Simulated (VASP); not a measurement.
# InSb3 (Fm-3m) in VASP: further runs

The runs below take InSb3 through single point, with PBEsol.

Everything below comes from runs of VASP 6.6.1. Logs are shortened: lines on timing, memory, paths and dates and some standing lists are left out, and cuts for length are marked.

## 1. The cell of the first run

The structure is cubic, space group Fm-3m (No. 225). The conventional cell has a = 7.434 Å, b = 7.434 Å, c = 7.434 Å, α = 90.00°, β = 90.00°, γ = 90.00°. Within 4.2 Å of Sb (site symmetry m-3m) lie 8 Sb at 3.22 Å and 6 In at 3.72 Å. Sb (site symmetry -43m) has 10 Sb at 3.22 to 3.72 Å and 4 In at 3.22 Å within 4.2 Å. Within 4.2 Å of In (site symmetry m-3m) lie 14 Sb at 3.22 to 3.72 Å.

## 2. Single point, PBEsol (volume scaled by 0.94)

Input file INCAR:

```
ALGO = Normal ; EDIFF = 1E-7
ENCUT = 520 ; GGA = PS
ISIF = 2 ; ISMEAR = -1
LASPH = True ; LCHARG = False
LREAL = False ; LWAVE = False
NBANDS = 22 ; NELM = 100
PREC = Accurate ; SIGMA = 0.05
```

Input file KPOINTS:

```
k-points
0
Gamma
  6 6 6
```

Input file POSCAR:

```
InSb3
1.0
    0.0000000000      3.7170933668      3.7170933668
    3.7170933668      0.0000000000      3.7170933668
    3.7170933668      3.7170933668      0.0000000000
Sb In
3 1
Direct
    0.5000000000      0.5000000000      0.5000000000
    0.7500000000      0.7500000000      0.7500000000
    0.2500000000      0.2500000000      0.2500000000
    0.0000000000      0.0000000000      0.0000000000
```

Potentials or basis: VASP PAW PBE potentials, release 64 (Sb, In_d).

Run with:

```console
$ cat potpaw_PBE.64/Sb/POTCAR potpaw_PBE.64/In_d/POTCAR > POTCAR
$ mpirun -np 1 vasp_std > vasp.out
```

OUTCAR:

```text
EDIFF = 1E-7
   ENCUT = 520
   GGA = PS
   ISIF = 2
   ISMEAR = -1
   LASPH = True
   LREAL = False
   NELM = 100
   PREC = Accurate

 ion  position               nearest neighbor table
   1  0.500  0.500  0.500-   3 3.22   3 3.22   3 3.22   2 3.22   3 3.22   2 3.22   2 3.22   2 3.22
                             4 3.72   4 3.72   4 3.72   4 3.72   4 3.72   4 3.72
   2  0.750  0.750  0.750-   1 3.22   1 3.22   1 3.22   1 3.22   4 3.22   4 3.22   4 3.22   4 3.22
                             3 3.72   3 3.72   3 3.72   3 3.72   3 3.72   3 3.72
   3  0.250  0.250  0.250-   4 3.22   4 3.22   4 3.22   1 3.22   4 3.22   1 3.22   1 3.22   1 3.22
                             2 3.72   2 3.72   2 3.72   2 3.72   2 3.72   2 3.72
   4  0.000  0.000  0.000-   2 3.22   2 3.22   2 3.22   2 3.22   3 3.22   3 3.22   3 3.22   3 3.22
                             1 3.72   1 3.72   1 3.72   1 3.72   1 3.72   1 3.72

  LATTYP: Found a face centered cubic cell.
 ALAT       =     7.4341867336

  Lattice vectors:

 A1 = (   0.0000000000,   3.7170933668,   3.7170933668)
 A2 = (   3.7170933668,   0.0000000000,   3.7170933668)
 A3 = (   3.7170933668,   3.7170933668,   0.0000000000)

Analysis of symmetry for initial positions (statically):
=====================================================================
 Subroutine PRICEL returns:
 Original cell was already a primitive cell.

 Routine SETGRP: Setting up the symmetry group for a
 face centered cubic supercell.

 Subroutine GETGRP returns: Found 48 space group operations
 (whereof 48 operations were pure point group operations)
 out of a pool of 48 trial point group operations.

The static configuration has the point symmetry O_h .

Analysis of symmetry for dynamics (positions and initial velocities):
=====================================================================
 Subroutine PRICEL returns:
 Original cell was already a primitive cell.

 Routine SETGRP: Setting up the symmetry group for a
 face centered cubic supercell.

 Subroutine GETGRP returns: Found 48 space group operations
 (whereof 48 operations were pure point group operations)
 out of a pool of 48 trial point group operations.

The dynamic configuration has the point symmetry O_h .

 Subroutine INISYM returns: Found 48 space group operations
 (whereof 48 operations are pure point group operations),
 and found     1 'primitive' translations

----------------------------------------------------------------------------------------

                                     Primitive cell

  volume of cell :     102.7165

  direct lattice vectors                    reciprocal lattice vectors
     0.000000000  3.717093367  3.717093367    -0.134513705  0.134513705  0.134513705
     3.717093367  0.000000000  3.717093367     0.134513705 -0.134513705  0.134513705
     3.717093367  3.717093367  0.000000000     0.134513705  0.134513705 -0.134513705

  length of vectors
     5.256763852  5.256763852  5.256763852     0.232984571  0.232984571  0.232984571

  position of ions in fractional coordinates (direct lattice)
     0.500000000  0.500000000  0.500000000
     0.750000000  0.750000000  0.750000000
     0.250000000  0.250000000  0.250000000
     0.000000000  0.000000000  0.000000000

  ion indices of the primitive-cell ions
   primitive index   ion index
                 1           1
                 2           2
                 3           3
                 4           4

----------------------------------------------------------------------------------------

 KPOINTS: k-points

Automatic generation of k-mesh.
 Grid dimensions read from file:
 generate k-points for:    6    6    6

 Generating k-lattice:

  Cartesian coordinates                     Fractional coordinates (reciprocal lattice)
    -0.022418951  0.022418951  0.022418951     0.166666667  0.000000000  0.000000000
     0.022418951 -0.022418951  0.022418951     0.000000000  0.166666667  0.000000000
     0.022418951  0.022418951 -0.022418951     0.000000000  0.000000000  0.166666667

  Length of vectors
     0.038830762  0.038830762  0.038830762

  Shift w.r.t. Gamma in fractional coordinates (k-lattice)
     0.000000000  0.000000000  0.000000000

 Subroutine IBZKPT returns following result:
 ===========================================

 Found     16 irreducible k-points:

 Following reciprocal coordinates:
            Coordinates               Weight
  0.000000  0.000000  0.000000      1.000000
  0.166667  0.000000  0.000000      8.000000
  0.333333  0.000000  0.000000      8.000000
  0.500000  0.000000  0.000000      4.000000
  0.166667  0.166667  0.000000      6.000000
  0.333333  0.166667  0.000000     24.000000
[... 8 lines left out ...]
 -0.333333  0.333333  0.166667     24.000000
 -0.333333  0.500000  0.166667     12.000000
   k-points           NKPTS =     16   k-points in BZ     NKDIM =     16   number of bands    NBANDS=     22
   number of dos      NEDOS =    301   number of ions     NIONS =      4
   total plane-waves  NPLWV =  64000
   dimension x,y,z NGX =    40 NGY =   40 NGZ =   40
   dimension x,y,z NGXF=    80 NGYF=   80 NGZF=   80
   ions per type =               3   1
   NGX,Y,Z   is equivalent  to a cutoff of  12.65, 12.65, 12.65 a.u.
   NGXF,Y,Z  is equivalent  to a cutoff of  25.30, 25.30, 25.30 a.u.
 SYSTEM =  unknown system
   PREC   = accura    normal or accurate (medium, high low for compatibility)
   ISTART =      0    job   : 0-new  1-cont  2-samecut
   ICHARG =      2    charge: 1-file 2-atom 10-const
   ISPIN  =      1    spin polarized calculation?
   LNONCOLLINEAR =      F non collinear calculations
   LSORBIT =      F    spin-orbit coupling
   LASPH  =      T    aspherical Exc in radial PAW
   ENCUT  =  520.0 eV  38.22 Ry    6.18 a.u.   9.77  9.77  9.77*2*pi/ulx,y,z
   NELM   =    100;   NELMIN=  2; NELMDL= -5     # of ELM steps
   EDIFF  = 0.1E-06   stopping-criterion for ELM
   LREAL  =      F    real-space projection
   EDIFFG = 0.1E-05   stopping-criterion for IOM
   NSW    =      0    number of steps for IOM
   IBRION =     -1    ionic relax: 0-MD 1-quasi-New 2-CG
   NFREE  =      0    steps in history (QN), initial steepest desc. (CG)
   ISIF   =      2    stress and relaxation
   ISYM   =      2    0-nonsym 1-usesym 2-fastsym
   POTIM  = 0.5000    time-step for ionic-motion
   TEBEG  =    0.0;   TEEND  =   0.0 temperature during run
   PSTRESS=    0.0 pullay stress
   NELECT =      28.0000    total number of electrons
   NUPDOWN=      -1.0000    fix difference up-down
   EMIN   =  10.00;   EMAX   =-10.00  energy-range for DOS
   EFERMI =   0.00;   METHOD = LEGACY
   ISMEAR =    -1;   SIGMA  =   0.05  broadening in eV -4-tet -1-fermi 0-gaus
   EFERMI_NEDOS =   21; number of points for ismear=-14 and -15
   IALGO  =     38    algorithm
   IMIX   =      4    mixing-type and parameters
     AMIX     =   0.40;   BMIX     =  1.00
     AMIX_MAG =   1.60;   BMIX_MAG =  1.00
  volume/ion in A,a.u.               =      25.68       173.29
  Fermi-wavevector in a.u.,A,eV,Ry     =   1.061485  2.005917 15.330383  1.126751
  Thomas-Fermi vector in A             =   2.196903
   LORBIT       =      0    0 simple, 1 ext, 2 COOP (PROOUT), +10 PAW based schemes
   GGA     = PS    functional components
   LHFCALC =     F    Hartree Fock is set to
   AEXX    =    0.0000 exact exchange contribution
   IVDW    =     0    specifies the selected vdW correction
   LEPSILON=     F    determine dielectric tensor
   LRPA    =     F    only Hartree local field effects (RPA)
 non-spin polarized calculation
  energy-cutoff  :      520.00
  volume of cell :      102.72
 maximum number of plane-waves:      2788
   NGX = 19   NGY = 19   NGZ = 19

 number of electron      28.0000006 magnetization

 Free energy of the ion-electron system (eV)
  ---------------------------------------------------
  ext. energy  EPLUGINS =         0.00000000
  ---------------------------------------------------
  free energy    TOTEN  =       -16.10624759 eV

  energy without entropy =      -16.07886180  energy(sigma->0) =      -16.09255470

 E-fermi :   8.7358     XC(G=0): -10.5289

 val. band max:        8.6332735465   @ k =   0.5000   0.0000   0.0000
 cond. band min:       8.7575570811   @ k =   0.3333   0.1667   0.0000
 fundamental gap:      0.1242835346
 Fermi energy:         8.7357578902

 k-point     1 :       0.0000    0.0000    0.0000
  band No.  band energies     occupation
      1      -5.9475      2.00000
      2      -5.9475      2.00000
      3      -5.9475      2.00000
      4      -5.9087      2.00000
      5      -5.9087      2.00000
      6      -4.0874      2.00000
[... 14 lines left out ...]
     21      15.8181      0.00000
     22      15.8181      0.00000

 k-point     2 :       0.1667    0.0000    0.0000
  band No.  band energies     occupation
      1      -5.9524      2.00000
      2      -5.9455      2.00000
      3      -5.9455      2.00000
      4      -5.9094      2.00000
      5      -5.9094      2.00000
      6      -3.8683      2.00000
[... 14 lines left out ...]
     21      14.0935      0.00000
     22      15.2165      0.00000

 k-point     3 :       0.3333    0.0000    0.0000
  band No.  band energies     occupation
      1      -5.9634      2.00000
      2      -5.9419      2.00000
      3      -5.9419      2.00000
      4      -5.9101      2.00000
      5      -5.9101      2.00000
      6      -3.2268      2.00000
[... 14 lines left out ...]
     21      13.3298      0.00000
     22      14.8554      0.00000
[... 276 lines left out ...]
 k-point    15 :      -0.3333    0.3333    0.1667
  band No.  band energies     occupation
      1      -5.9597      2.00000
      2      -5.9529      2.00000
      3      -5.9336      2.00000
      4      -5.9193      2.00000
      5      -5.9096      2.00000
      6      -1.9120      2.00000
[... 14 lines left out ...]
     21      13.8413      0.00000
     22      16.3967      0.00000

 k-point    16 :      -0.3333    0.5000    0.1667
  band No.  band energies     occupation
      1      -5.9690      2.00000
      2      -5.9445      2.00000
      3      -5.9310      2.00000
      4      -5.9238      2.00000
      5      -5.9079      2.00000
      6      -1.4386      2.00000
[... 14 lines left out ...]
     21      13.1404      0.00000
     22      15.4988      0.00000

------------------------ aborting loop because EDIFF is reached ----------------------------------------

  FORCE on cell =-STRESS in cart. coord.  units (eV):
  Direction    XX          YY          ZZ          XY          YZ          ZX
  --------------------------------------------------------------------------------------
  -------------------------------------------------------------------------------------
  Total        0.1235389      0.1235389      0.1235389      0.0000000     -0.0000000     -0.0000000
  in kB        1.9269656      1.9269656      1.9269656      0.0000000     -0.0000000     -0.0000000
  external PRESSURE =       1.9269656 kB  Pullay stress =       0.0000000 kB

 VOLUME and BASIS-vectors are now :
 -----------------------------------------------------------------------------
  energy-cutoff  :      520.00
  volume of cell :      102.72
      direct lattice vectors                 reciprocal lattice vectors
     0.000000000  3.717093367  3.717093367    -0.134513705  0.134513705  0.134513705
     3.717093367  0.000000000  3.717093367     0.134513705 -0.134513705  0.134513705
     3.717093367  3.717093367  0.000000000     0.134513705  0.134513705 -0.134513705

 POSITION                                       TOTAL-FORCE (eV/Angst)
 -----------------------------------------------------------------------------------
      3.71709      3.71709      3.71709         0.000000     -0.000000     -0.000000
      5.57564      5.57564      5.57564        -0.000000      0.000000      0.000000
      1.85855      1.85855      1.85855         0.000000      0.000000     -0.000000
      0.00000      0.00000      0.00000         0.000000     -0.000000     -0.000000
 -----------------------------------------------------------------------------------
    total drift:                               -0.000000      0.000000      0.000000

  FREE ENERGIE OF THE ION-ELECTRON SYSTEM (eV)
  ---------------------------------------------------
  free  energy   TOTEN  =       -16.1062475908 eV

  energy  without entropy=      -16.0788618027  energy(sigma->0) =      -16.09255470
```

Wall time 32 s (1 thread of Intel Xeon Platinum 8259CL at 2.50GHz (Skylake/Cascade Lake), shared host); peak memory 0.25 GiB.

Results:

```yaml
Free_energy: -16.1062 eV
Pressure: 0.2 GPa
Band_gap_on_the_k_mesh: zero (band 14 reaches 9.78 eV, above the bottom of band 15 at 6.46 eV)
```

Levels at points of the mesh, in eV from the Fermi level:
```csv
k point,band 10,band 11,band 12,band 13,band 14,band 15,band 16,band 17,band 18,band 19
"(0.00, 0.00, 0.00)",-2.77,-2.77,-2.68,-2.68,-2.68,-2.27,-0.94,-0.94,-0.94,3.26
"(0.50, 0.00, 0.00)",-3.78,-3.78,-2.96,-2.96,-0.25,-0.10,1.90,1.90,2.94,2.94
"(0.50, 0.50, 0.00)",-5.54,-5.54,0.41,0.88,0.88,1.37,1.77,1.77,1.77,4.16
```

Caveat: the PAW data sets were made with another functional, which shifts forces and pressure a little; spin-orbit coupling is left out, which moves the levels of the heavy elements.

## 3. Single point, PBEsol (volume scaled by 0.96)

Input file INCAR:

```
PREC     = Accurate       # precision mode
ENCUT    = 520            # plane-wave cutoff, eV
EDIFF    = 1E-7           # SCF threshold, eV
ISMEAR   = -1             # smearing method
SIGMA    = 0.05           # smearing width, eV
LREAL    = F              # projectors in reciprocal space
LASPH    = T              # aspherical terms in the spheres
NELM     = 60             # most SCF steps
ALGO     = Normal         # electronic algorithm
ISIF     = 2              # what is computed and relaxed
LWAVE    = F              # write WAVECAR
LCHARG   = T              # write CHGCAR
GGA      = PS             # functional
LELF     = T              # ELF
LVHAR    = T            
NBANDS   = 22             # bands
```

Input file KPOINTS:

```
regular mesh
0
Gamma
  6 6 6
```

Input file POSCAR:

```
InSb3
1.0
    0.0000000000      3.7432709431      3.7432709431
    3.7432709431      0.0000000000      3.7432709431
    3.7432709431      3.7432709431      0.0000000000
Sb In
3 1
Direct
    0.5000000000      0.5000000000      0.5000000000
    0.7500000000      0.7500000000      0.7500000000
    0.2500000000      0.2500000000      0.2500000000
    0.0000000000      0.0000000000      0.0000000000
```

Potentials or basis: VASP PAW PBE potentials, release 64 (Sb, In_d).

Run with:

```console
$ cat potpaw_PBE.64/Sb/POTCAR potpaw_PBE.64/In_d/POTCAR > POTCAR
$ mpirun -np 1 vasp_std > vasp.out
```

Run time: 34 s. Hardware: 1 thread of Intel Xeon Platinum 8259CL at 2.50GHz (Skylake/Cascade Lake), shared host; peak memory 0.25 GiB.

It converged, with:

```
Free energy            : -16.1004 eV
Pressure               : -1.1 GPa
Band gap on the k mesh : zero (band 14 reaches 9.48 eV, above the bottom of band 15 at 6.11 eV)
```

Levels at points of the mesh, in eV from the Fermi level:
| k point | band 10 | band 11 | band 12 | band 13 | band 14 | band 15 | band 16 | band 17 | band 18 | band 19 |
| --- | --- | --- | --- | --- | --- | --- | --- | --- | --- | --- |
| (0.00, 0.00, 0.00) | -2.71 | -2.71 | -2.62 | -2.62 | -2.62 | -2.36 | -0.90 | -0.90 | -0.90 | 3.28 |
| (0.50, 0.00, 0.00) | -3.69 | -3.69 | -2.88 | -2.88 | -0.30 | -0.15 | 1.87 | 1.87 | 2.93 | 2.93 |
| (0.50, 0.50, 0.00) | -5.42 | -5.42 | 0.34 | 0.85 | 0.85 | 1.27 | 1.72 | 1.74 | 1.74 | 4.09 |

Caveat: the PAW data sets were made with another functional, which shifts forces and pressure a little; spin-orbit coupling is left out, which moves the levels of the heavy elements.

## 4. Single point, PBEsol (volume scaled by 0.98)

Input file INCAR:

```
SYSTEM = InSb3
PREC = Accurate
ENCUT = 520
EDIFF = 1E-7
ISMEAR = -1
SIGMA = 0.05
LREAL = .False.
LASPH = .True.
NELM = 80
ALGO = Normal
ISIF = 2
LWAVE = .False.
LCHARG = .False.
GGA = PS
NBANDS = 22
```

Input file KPOINTS:

```
Automatic mesh
0
Gamma
  6 6 6
  0 0 0
```

Input file POSCAR:

```
InSb3
1.0
    0.0000000000      3.7690874206      3.7690874206
    3.7690874206      0.0000000000      3.7690874206
    3.7690874206      3.7690874206      0.0000000000
Sb In
3 1
Direct
    0.5000000000      0.5000000000      0.5000000000
    0.7500000000      0.7500000000      0.7500000000
    0.2500000000      0.2500000000      0.2500000000
    0.0000000000      0.0000000000      0.0000000000
```

Run with:

```console
$ cat potpaw_PBE.64/Sb/POTCAR potpaw_PBE.64/In_d/POTCAR > POTCAR
$ mpirun -np 1 vasp_std > vasp.out
```

Wall time 33 s (1 thread of Intel Xeon Platinum 8259CL at 2.50GHz (Skylake/Cascade Lake), shared host); peak memory 0.25 GiB.

Results (log left out):

```yaml
Free_energy: -16.0785 eV
Pressure: -2.2 GPa
Band_gap_on_the_k_mesh: zero (band 14 reaches 9.19 eV, above the bottom of band 15 at 5.77 eV)
```

Levels at points of the mesh, in eV from the Fermi level:
| k point | band 10 | band 11 | band 12 | band 13 | band 14 | band 15 | band 16 | band 17 | band 18 | band 19 |
| --- | --- | --- | --- | --- | --- | --- | --- | --- | --- | --- |
| (0.00, 0.00, 0.00) | -2.64 | -2.64 | -2.56 | -2.56 | -2.56 | -2.43 | -0.86 | -0.86 | -0.86 | 3.31 |
| (0.50, 0.00, 0.00) | -3.61 | -3.61 | -2.80 | -2.80 | -0.33 | -0.19 | 1.84 | 1.84 | 2.92 | 2.92 |
| (0.50, 0.50, 0.00) | -5.30 | -5.30 | 0.28 | 0.83 | 0.83 | 1.19 | 1.67 | 1.71 | 1.71 | 4.02 |

Caveat: the PAW data sets were made with another functional, which shifts forces and pressure a little; spin-orbit coupling is left out, which moves the levels of the heavy elements.

## 5. Summary

```csv
cell,gap on the mesh (eV),pressure (GPa)
"a = 5.257 Å, angles 60.0°, 4 atoms",none,0.2
"a = 5.294 Å, angles 60.0°, 4 atoms",none,-1.1
"a = 5.330 Å, angles 60.0°, 4 atoms",none,-2.2
```

Alike in all rows: task single point; level PBEsol; potentials or basis VASP PAW PBE potentials, release 64 (Sb, In_d); no spin polarisation; k mesh 6 × 6 × 6; cutoff (eV) 520; smearing fermi-dirac 0.05 eV.

Caveats: the PAW data sets were made with another functional, which shifts forces and pressure a little; spin-orbit coupling is left out, which moves the levels of the heavy elements.

Absolute energies hang on the potentials; compare differences alone.
